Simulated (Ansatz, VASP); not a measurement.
## Two plane-wave programs on H16CO7

```
O H C
1.0
     5.82455    0.00000    0.00000
     0.00000    5.82455    0.00000
     0.00000    0.00000    5.82455
O H C
7 16 1
Direct
  0.72760 0.89076 0.74635
  0.68252 0.33139 0.98493
  0.54368 0.56232 0.47050
  0.01025 0.84106 0.32249
  0.43986 0.07503 0.29759
  0.22828 0.19165 0.67179
  0.04942 0.55041 0.83072
  0.84540 0.77452 0.78740
  0.77578 0.03899 0.81232
  0.83624 0.40847 0.97001
  0.59210 0.41453 0.86959
  0.61830 0.52118 0.32605
  0.60263 0.71579 0.50943
  0.87738 0.93526 0.36605
  0.05294 0.77190 0.46940
  0.30576 0.98860 0.24161
  0.51392 0.16229 0.17204
  0.31036 0.18309 0.51872
  0.34573 0.13516 0.77811
  0.18797 0.85724 0.93083
  0.11855 0.40902 0.74807
  0.28839 0.61726 0.09210
  0.38173 0.66218 0.79534
  0.23925 0.67584 0.91901
```

Alike in both runs: functional PBEsol; k mesh 1 × 1 × 1; occupations fermi-dirac, width 0.02 eV; no spin polarisation.

Ansatz relaxed the structure, and its values are those at the end. VASP's run is a single point on that final structure, the one shown.

|  | VASP | Ansatz |
| --- | --- | --- |
| version | VASP 6.6.1 | Ansatz 0.2.0 |
| potentials or method | VASP PAW PBE potentials, release 64 (O, H, C), cutoff 520 eV | scalar-relativistic, plane waves, PAW |
| valence electrons in the cell | 62 | 62 |

VASP gave:

- rms of the force components (eV/Å): 0.085

Task: What did Ansatz give for the same quantities?

Result: rms of the force components (eV/Å): 0.089.

VASP's potentials were made for PBE, not for PBEsol. With one functional, cell and mesh, what is left measures potentials, basis and numerics.
